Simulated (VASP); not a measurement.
Mg9Zn7O16, 64 atoms in the cell. The typed cell holds 64 atoms: a = 8.475 Å, b = 8.475 Å, c = 8.475 Å, α = 90.00°, β = 90.00°, γ = 90.00°. 

```yaml
Program: VASP 6.6.1
Task: single point
Functional: HSE06
Potentials_or_basis: VASP PAW PBE potentials, release 64 (O, Mg, Zn)
Cutoff: 520 eV
k_mesh: 1 × 1 × 1
Occupations: fermi-dirac, width 0.05 eV
Spin: no spin polarisation
Dipole_correction: no
Grid_for_exact_exchange_PRECFOCK: Fast
Further_INCAR_settings: LREAL = Auto; ALGO = Normal; EDIFF = 1e-06; NBANDS = 236
Screening_parameter: 0.2079 1/Å
```

Potentials or basis: VASP PAW PBE potentials, release 64 (O, Mg, Zn).

The run is started by

```sh
$ cat potpaw_PBE.64/O/POTCAR potpaw_PBE.64/Mg/POTCAR potpaw_PBE.64/Zn/POTCAR > POTCAR
$ cp INCAR.step1 INCAR
$ mpirun -np 1 vasp_gam > vasp.out
$ cp INCAR.step2 INCAR
$ mpirun -np 1 vasp_gam > vasp.out
```

Hardware: 1 × NVIDIA H100 80GB with 1 thread of AMD EPYC 7R13 Processor (Zen 3) (shared host).

How long does it take, and how much memory?

Run time: 9.9 min on 1 × NVIDIA H100 80GB with 1 thread of AMD EPYC 7R13 Processor (Zen 3), on a shared host, peak memory 1.5 GiB. Counts: k points 1.
